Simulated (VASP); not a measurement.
A run of VASP 6.6.1 is set up as follows.

INCAR

```
SYSTEM = Al
PREC = Accurate ; ENCUT = 520
EDIFF = 1E-6 ; ISMEAR = 0
SIGMA = 0.15 ; LREAL = .False.
LASPH = .True. ; NELM = 80
ALGO = Fast ; ISIF = 2
LWAVE = .False. ; LCHARG = .True.
GGA = PE ; IVDW = 12
LELF = .True. ; LVHAR = .True.
NBANDS = 14
```

Contents of KPOINTS:

```
Automatic mesh
0
Gamma
  18 18 6
  0 0 0
```

The input POSCAR:

```
Al
1.0
    2.7698669352      0.0000000000      0.0000000000
   -1.3849334676      2.3987751310      0.0000000000
    0.0000000000      0.0000000000      9.6967501668
Al
4
Direct
    0.0000000000      0.0000000000      0.0000000000
    0.3333333333      0.6666666667      0.2500000000
    0.0000000000      0.0000000000      0.5000000000
    0.6666666667      0.3333333333      0.7500000000
```

Potentials or basis: VASP PAW PBE potentials, release 64 (Al).

The run is started by

```sh
$ cat potpaw_PBE.64/Al/POTCAR > POTCAR
$ mpirun -np 1 vasp_std > vasp.out
```

(1) What does it give for the pressure?

(2) Predict the dispersion energy per atom.

(3) Predict the band gap on the k mesh.

Answers

(1) -0.8 GPa.

(2) -0.345 eV.

(3) zero (bands 6 and 7 overlap by 4.51 eV).
